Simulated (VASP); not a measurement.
Here is a VASP 6.6.1 calculation.

The input INCAR:

```
  ALGO = Normal
  EDIFF = 1E-8
  ENCUT = 400
  GGA = PS
  GGA_COMPAT = False
  ISIF = 2
  ISMEAR = -1
  LASPH = True
  LCHARG = False
  LEFG = True
  LREAL = False
  LWAVE = False
  NBANDS = 12
  NELM = 120
  PREC = Accurate
  SIGMA = 0.05
```

File KPOINTS:

```
k-points
0
Gamma
  9 9 9
```

File POSCAR:

```
Sb
1.0
    2.0860823220      1.2044001902      3.7440000000
   -2.0860823220      1.2044001902      3.7440000000
    0.0000000000     -2.4088003803      3.7440000000
Sb
2
Direct
    0.2336400000      0.2336400000      0.2336400000
    0.7663600000      0.7663600000      0.7663600000
```

Potentials or basis: VASP PAW PBE potentials, release 64 (Sb).

Launch:

```sh
$ cat potpaw_PBE.64/Sb/POTCAR > POTCAR
$ mpirun -np 1 vasp_std > vasp.out
```

**Question.** Estimate the largest force.

**Answer.** 0.582 eV/Å.

**Question.** Predict the band gap on the k mesh.

**Answer.** Zero (band 5 reaches 8.22 eV, above the bottom of band 6 at 7.98 eV).

Forces on the atoms (eV/Å):
```
Sb   0.000  0.000  0.582
Sb   0.000  0.000 -0.582
```

Caveat: the cell differs from its parent crystal (equal xx and yy strain of -3 %); without QUAD_EFG the Cq values of the log hold for a quadrupole moment of 1 mb, not for the nuclei; the PAW data sets were made with another functional, which shifts forces and pressure a little; spin-orbit coupling is left out, which moves the levels of the heavy elements.
